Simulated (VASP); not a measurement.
# Tc (P6_3/mmc) in VASP: a series of runs

Runs on Tc. Level: LDA. Tasks: electric field gradients.

Everything below comes from runs of VASP 6.6.1. Logs are shortened: lines on timing, memory, paths and dates and some standing lists are left out, and cuts for length are marked.

### Step 1. The cell of the first run

Symmetry: P6_3/mmc, No. 194, hexagonal system. The conventional cell has a = 2.684 Å, b = 2.684 Å, c = 4.308 Å, α = 90.00°, β = 90.00°, γ = 120.00°. Within 3.5 Å of Tc (site symmetry -6m2) lie 12 Tc at 2.65 to 2.68 Å.

### Step 2. Electric field gradients, LDA (13.44 Å³/atom)

INCAR reads:

```
ALGO = Normal ; EDIFF = 1E-8
ENCUT = 520 ; ISIF = 2
ISMEAR = -1 ; LASPH = True
LCHARG = False ; LEFG = True
LREAL = False ; LWAVE = False
NBANDS = 20 ; NELM = 60
PREC = Accurate ; SIGMA = 0.08
```

KPOINTS reads:

```
k-points
0
Gamma
  17 17 9
```

POSCAR reads:

```
Tc
1.0
    2.6840661048      0.0000000000      0.0000000000
   -1.3420330524      2.3244694322      0.0000000000
    0.0000000000      0.0000000000      4.3082197061
Tc
2
Direct
    0.3333333333      0.6666666667      0.2500000000
    0.6666666667      0.3333333333      0.7500000000
```

Potentials or basis: VASP PAW LDA potentials, release 64 (Tc_pv).

Run with:

```bash
> cat potpaw_LDA.64/Tc_pv/POTCAR > POTCAR
> mpirun -np 1 vasp_std > vasp.out
```

OUTCAR:

```text
EDIFF = 1E-8
   ENCUT = 520
   ISIF = 2
   ISMEAR = -1
   LASPH = True
   LREAL = False
   NELM = 60
   PREC = Accurate

 ion  position               nearest neighbor table
   1  0.333  0.667  0.250-   2 2.65   2 2.65   2 2.65   2 2.65   2 2.65   2 2.65
   2  0.667  0.333  0.750-   1 2.65   1 2.65   1 2.65   1 2.65   1 2.65   1 2.65

  LATTYP: Found a hexagonal cell.
 ALAT       =     2.6840661048
 C/A-ratio  =     1.6051093892

  Lattice vectors:

 A1 = (   2.6840661048,   0.0000000000,   0.0000000000)
 A2 = (  -1.3420330524,   2.3244694322,   0.0000000000)
 A3 = (   0.0000000000,   0.0000000000,   4.3082197061)

Analysis of symmetry for initial positions (statically):
=====================================================================
 Subroutine PRICEL returns:
 Original cell was already a primitive cell.

 Routine SETGRP: Setting up the symmetry group for a
 hexagonal supercell.

 Subroutine GETGRP returns: Found 24 space group operations
 (whereof 12 operations were pure point group operations)
 out of a pool of 24 trial point group operations.

The static configuration has the point symmetry D_3d.
 The point group associated with its full space group is D_6h.

Analysis of symmetry for dynamics (positions and initial velocities):
=====================================================================
 Subroutine PRICEL returns:
 Original cell was already a primitive cell.

 Routine SETGRP: Setting up the symmetry group for a
 hexagonal supercell.

 Subroutine GETGRP returns: Found 24 space group operations
 (whereof 12 operations were pure point group operations)
 out of a pool of 24 trial point group operations.

The dynamic configuration has the point symmetry D_3d.
 The point group associated with its full space group is D_6h.

 Subroutine INISYM returns: Found 24 space group operations
 (whereof 12 operations are pure point group operations),
 and found     1 'primitive' translations

----------------------------------------------------------------------------------------

                                     Primitive cell

  volume of cell :      26.8791

  direct lattice vectors                    reciprocal lattice vectors
     2.684066105  0.000000000  0.000000000     0.372569065  0.215102850  0.000000000
    -1.342033052  2.324469432  0.000000000     0.000000000  0.430205700  0.000000000
     0.000000000  0.000000000  4.308219706     0.000000000  0.000000000  0.232114439

  length of vectors
     2.684066105  2.684066105  4.308219706     0.430205700  0.430205700  0.232114439

  position of ions in fractional coordinates (direct lattice)
     0.333333333  0.666666667  0.250000000
     0.666666667  0.333333333  0.750000000

  ion indices of the primitive-cell ions
   primitive index   ion index
                 1           1
                 2           2

----------------------------------------------------------------------------------------

 KPOINTS: k-points

Automatic generation of k-mesh.
 Grid dimensions read from file:
 generate k-points for:   17   17    9

 Generating k-lattice:

  Cartesian coordinates                     Fractional coordinates (reciprocal lattice)
     0.021915827  0.012653109  0.000000000     0.058823529  0.000000000  0.000000000
     0.000000000  0.025306218  0.000000000     0.000000000  0.058823529  0.000000000
     0.000000000  0.000000000  0.025790493     0.000000000  0.000000000  0.111111111

  Length of vectors
     0.025306218  0.025306218  0.025790493

  Shift w.r.t. Gamma in fractional coordinates (k-lattice)
     0.000000000  0.000000000  0.000000000

 Subroutine IBZKPT returns following result:
 ===========================================

 Found    165 irreducible k-points:

 Following reciprocal coordinates:
            Coordinates               Weight
  0.000000  0.000000  0.000000      1.000000
  0.058824  0.000000  0.000000      6.000000
  0.117647  0.000000  0.000000      6.000000
  0.176471  0.000000  0.000000      6.000000
  0.235294  0.000000  0.000000      6.000000
  0.294118  0.000000  0.000000      6.000000
[... 16 lines left out ...]
  0.411765  0.117647  0.000000     12.000000
  0.176471  0.176471  0.000000      6.000000
 [... further k-points ...]
   k-points           NKPTS =    165   k-points in BZ     NKDIM =    165   number of bands    NBANDS=     20
   number of dos      NEDOS =    301   number of ions     NIONS =      2
   total plane-waves  NPLWV =  12800
   dimension x,y,z NGX =    20 NGY =   20 NGZ =   32
   dimension x,y,z NGXF=    40 NGYF=   40 NGZF=   64
   ions per type =               2
   NGX,Y,Z   is equivalent  to a cutoff of  12.39, 12.39, 12.35 a.u.
   NGXF,Y,Z  is equivalent  to a cutoff of  24.78, 24.78, 24.70 a.u.
 SYSTEM =  unknown system
   PREC   = accura    normal or accurate (medium, high low for compatibility)
   ISTART =      0    job   : 0-new  1-cont  2-samecut
   ICHARG =      2    charge: 1-file 2-atom 10-const
   ISPIN  =      1    spin polarized calculation?
   LNONCOLLINEAR =      F non collinear calculations
   LSORBIT =      F    spin-orbit coupling
   LASPH  =      T    aspherical Exc in radial PAW
   ENCUT  =  520.0 eV  38.22 Ry    6.18 a.u.   4.99  4.99  8.01*2*pi/ulx,y,z
   NELM   =     60;   NELMIN=  2; NELMDL= -5     # of ELM steps
   EDIFF  = 0.1E-07   stopping-criterion for ELM
   LREAL  =      F    real-space projection
   EDIFFG = 0.1E-06   stopping-criterion for IOM
   NSW    =      0    number of steps for IOM
   IBRION =     -1    ionic relax: 0-MD 1-quasi-New 2-CG
   NFREE  =      0    steps in history (QN), initial steepest desc. (CG)
   ISIF   =      2    stress and relaxation
   ISYM   =      2    0-nonsym 1-usesym 2-fastsym
   POTIM  = 0.5000    time-step for ionic-motion
   TEBEG  =    0.0;   TEEND  =   0.0 temperature during run
   PSTRESS=    0.0 pullay stress
   NELECT =      26.0000    total number of electrons
   NUPDOWN=      -1.0000    fix difference up-down
   EMIN   =  10.00;   EMAX   =-10.00  energy-range for DOS
   EFERMI =   0.00;   METHOD = LEGACY
   ISMEAR =    -1;   SIGMA  =   0.08  broadening in eV -4-tet -1-fermi 0-gaus
   EFERMI_NEDOS =   21; number of points for ismear=-14 and -15
   IALGO  =     38    algorithm
   IMIX   =      4    mixing-type and parameters
     AMIX     =   0.40;   BMIX     =  1.00
     AMIX_MAG =   1.60;   BMIX_MAG =  1.00
  volume/ion in A,a.u.               =      13.44        90.69
  Fermi-wavevector in a.u.,A,eV,Ry     =   1.619053  3.059566 35.665382  2.621332
  Thomas-Fermi vector in A             =   2.713216
   LORBIT       =      0    0 simple, 1 ext, 2 COOP (PROOUT), +10 PAW based schemes
   GGA     = CA    functional components
   LHFCALC =     F    Hartree Fock is set to
   AEXX    =    0.0000 exact exchange contribution
   IVDW    =     0    specifies the selected vdW correction
   LEPSILON=     F    determine dielectric tensor
   LRPA    =     F    only Hartree local field effects (RPA)
 non-spin polarized calculation
  energy-cutoff  :      520.00
  volume of cell :       26.88
 maximum number of plane-waves:       744
 NGX is ok and might be reduce to    20
   NGX =  9   NGY =  9   NGZ = 17

 number of electron      26.0000010 magnetization

 Free energy of the ion-electron system (eV)
  ---------------------------------------------------
  ext. energy  EPLUGINS =         0.00000000
  ---------------------------------------------------
  free energy    TOTEN  =       -23.47038659 eV

  energy without entropy =      -23.43160058  energy(sigma->0) =      -23.45099359

 E-fermi :  13.6110     XC(G=0): -14.3940

 val. band max:       13.5925463413   @ k =   0.4706   0.0000   0.3333
 cond. band min:      13.6240922503   @ k =   0.2353   0.1765   0.4444
 fundamental gap:      0.0315459090
 Fermi energy:        13.6109580702

 k-point     1 :       0.0000    0.0000    0.0000
  band No.  band energies     occupation
      1     -25.8438      2.00000
      2     -24.4628      2.00000
      3     -24.4628      2.00000
      4     -24.2355      2.00000
      5     -24.2355      2.00000
      6     -24.1944      2.00000
[... 12 lines left out ...]
     19      25.5081      0.00000
     20      27.9709      0.00000
[... 507 lines left out ...]
 k-point    24 :       0.1765    0.1765    0.0000
  band No.  band energies     occupation
      1     -25.4358      2.00000
      2     -25.1161      2.00000
      3     -25.1068      2.00000
      4     -24.6831      2.00000
      5     -24.4623      2.00000
      6     -24.3957      2.00000
[... 12 lines left out ...]
     19      24.9707      0.00000
     20      28.5017      0.00000

 [... further k-points ...]

------------------------ aborting loop because EDIFF is reached ----------------------------------------

  FORCE on cell =-STRESS in cart. coord.  units (eV):
  Direction    XX          YY          ZZ          XY          YZ          ZX
  --------------------------------------------------------------------------------------
  -------------------------------------------------------------------------------------
  Total        1.6165686      1.6165686      1.3394469      0.0000000      0.0000000     -0.0000000
  in kB       96.3584553     96.3584553     79.8401251      0.0000000      0.0000000     -0.0000000
  external PRESSURE =      90.8523452 kB  Pullay stress =       0.0000000 kB

 VOLUME and BASIS-vectors are now :
 -----------------------------------------------------------------------------
  energy-cutoff  :      520.00
  volume of cell :       26.88
      direct lattice vectors                 reciprocal lattice vectors
     2.684066105  0.000000000  0.000000000     0.372569065  0.215102850  0.000000000
    -1.342033052  2.324469432  0.000000000     0.000000000  0.430205700  0.000000000
     0.000000000  0.000000000  4.308219706     0.000000000  0.000000000  0.232114439

 POSITION                                       TOTAL-FORCE (eV/Angst)
 -----------------------------------------------------------------------------------
     -0.00000      1.54965      1.07705        -0.000000      0.000000      0.000000
      1.34203      0.77482      3.23116         0.000000     -0.000000      0.000000
 -----------------------------------------------------------------------------------
    total drift:                               -0.000000      0.000000     -0.000000

  FREE ENERGIE OF THE ION-ELECTRON SYSTEM (eV)
  ---------------------------------------------------
  free  energy   TOTEN  =       -23.4703865929 eV

  energy  without entropy=      -23.4316005818  energy(sigma->0) =      -23.45099359

 Electric field gradients (V/A^2)
---------------------------------------------------------------------
 ion       V_xx      V_yy      V_zz      V_xy      V_xz      V_yz
---------------------------------------------------------------------
   1       8.135     8.136   -16.270     0.001     0.000    -0.000
   2       8.135     8.136   -16.270     0.001    -0.000     0.000
---------------------------------------------------------------------

 Electric field gradients after diagonalization (V/A^2)
 (convention: |V_zz| > |V_xx| > |V_yy|)
----------------------------------------------------------------------
 ion       V_xx      V_yy      V_zz     asymmetry (V_yy - V_xx)/ V_zz
----------------------------------------------------------------------
   1       8.137     8.134   -16.270       0.000
   2       8.137     8.134   -16.270       0.000
----------------------------------------------------------------------

           NMR quadrupolar parameters

 Cq : quadrupolar parameter    Cq=e*Q*V_zz/h
 eta: asymmetry parameters     (V_yy - V_xx)/ V_zz
 Q  : nuclear electric quadrupole moment in mb (millibarn)
----------------------------------------------------------------------
 ion       Cq(MHz)       eta       Q (mb)
----------------------------------------------------------------------
   1      -0.039       0.000       1.000
   2      -0.039       0.000       1.000
----------------------------------------------------------------------
```

Wall time 93 s (1 thread of Intel Xeon 8259CL, shared host); peak memory 0.18 GiB.

Results:

- Free energy: -23.4704 eV
- Pressure: 9.1 GPa
- Band gap on the k mesh: zero (bands 13 and 14 overlap by 3.26 eV)
- Largest electric field gradient by atom: Tc -16.3 V/Å²

Stress tensor (GPa, compression positive):
```
9.64 0.00 0.00
0.00 9.64 0.00
0.00 0.00 7.98
```

Electric field gradients, principal values (V/Å²):
```tsv
atom	least	middle	greatest (by size)
1 Tc	8.134	8.137	-16.270
2 Tc	8.134	8.137	-16.270
```

Caveat: the cell stands under pressure; without QUAD_EFG the Cq values of the log hold for a quadrupole moment of 1 mb, not for the nuclei.

(Continued in part 2 of 3.)

The gap in the log of VASP goes by the Fermi energy; the results here count the filled bands.